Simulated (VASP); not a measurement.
**V: single point with LDA**

The system is V.

```
CELL_PARAMETERS angstrom
0.00000 2.47743 2.47743
2.47743 0.00000 2.47743
2.47743 2.47743 0.00000
ATOMIC_POSITIONS crystal
V 0.87500 0.87500 0.87500
V 0.12500 0.12500 0.12500
```

This isn't the form of V at room conditions, which is bcc.

| Property | Result |
| --- | --- |
| Program | VASP 6.6.1 |
| Task | single point |
| Functional | LDA |
| Potentials or basis | VASP PAW LDA potentials, release 64 (V_sv) |
| Cutoff | 520 eV |
| k mesh | 13 × 13 × 13 |
| Occupations | fermi-dirac, width 0.05 eV |
| Spin | no spin polarisation |
| Dipole correction | no |
| Further INCAR settings | ALGO = Normal; EDIFF = 1e-07; NBANDS = 20 |

The pressure is 9.6 GPa and the band gap on the k mesh is zero (bands 13 and 14 overlap by 1.62 eV).

Levels at points of the mesh, in eV from the Fermi level:
```tsv
k point	band 9	band 10	band 11	band 12	band 13	band 14	band 15	band 16	band 17	band 18
(0.00, 0.00, 0.00)	-5.76	-1.69	-1.69	-0.72	-0.72	-0.72	1.78	1.78	1.78	4.59
```

Run time: 50 s on 1 thread of Intel(R) Xeon(R) Platinum 8375C CPU @ 2.90GHz (Ice Lake) (shared host), peak memory 0.16 GiB.

Caveat: the cell stands under pressure.
